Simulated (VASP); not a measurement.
Nb:

```xyz
1
Lattice="2.8411 0.0000 0.0000 -1.4205 2.4605 0.0000 0.0000 0.0000 2.6547" Properties=species:S:1:pos:R:3 pbc="T T T"
Nb    0.0000    0.0000    0.0000
```

This isn't the form of Nb at room conditions, which is bcc.

```yaml
Program: VASP 6.6.1
Task: relaxation of cell and atoms
Functional: r2SCAN
Potentials_or_basis: VASP PAW PBE potentials, release 64 (Nb_sv)
Cutoff: 600 eV
k_mesh: 9 × 9 × 6
Occupations: gaussian, width 0.1 eV
Spin: no spin polarisation
```

At the start: pressure 7.3 GPa; volume 18.56 Å³/atom.

Question: How do energy, volume and symmetry change on relaxing?

Answer: Over 6 steps the energy falls by 19.1 meV/atom and the volume is 19.40 Å³/atom (+4.5 %); space group P6/mmm (No. 191, to 0.1 Å) before and after.

The path:
```csv
step,energy change (eV),largest force (eV/Å),pressure (GPa),volume (Å³)
1,0.0000,0.0000,7.26,18.56
2,0.0364,0.0000,-9.83,20.90
3,-0.0189,0.0000,0.01,19.38
4,-0.0189,0.0000,0.16,19.36
5,-0.0190,0.0000,-0.17,19.43
6,-0.0191,0.0000,-0.02,19.40
```

Final structure:
```cif
data_structure
_symmetry_space_group_name_H-M 'P 1'
_symmetry_Int_Tables_number 1
_cell_length_a 2.8790
_cell_length_b 2.8790
_cell_length_c 2.7025
_cell_angle_alpha 90.000
_cell_angle_beta 90.000
_cell_angle_gamma 120.000
_cell_volume 19.40
loop_
_atom_site_label
_atom_site_type_symbol
_atom_site_fract_x
_atom_site_fract_y
_atom_site_fract_z
_atom_site_occupancy
Nb1 Nb 0.00000 0.00000 0.00000 1
```

Caveat: the k points lie up to 0.39 Å⁻¹ apart in the final cell, too coarse for converged energies and pressures of a metal; the PAW data sets were made with another functional, which shifts forces and pressure a little.
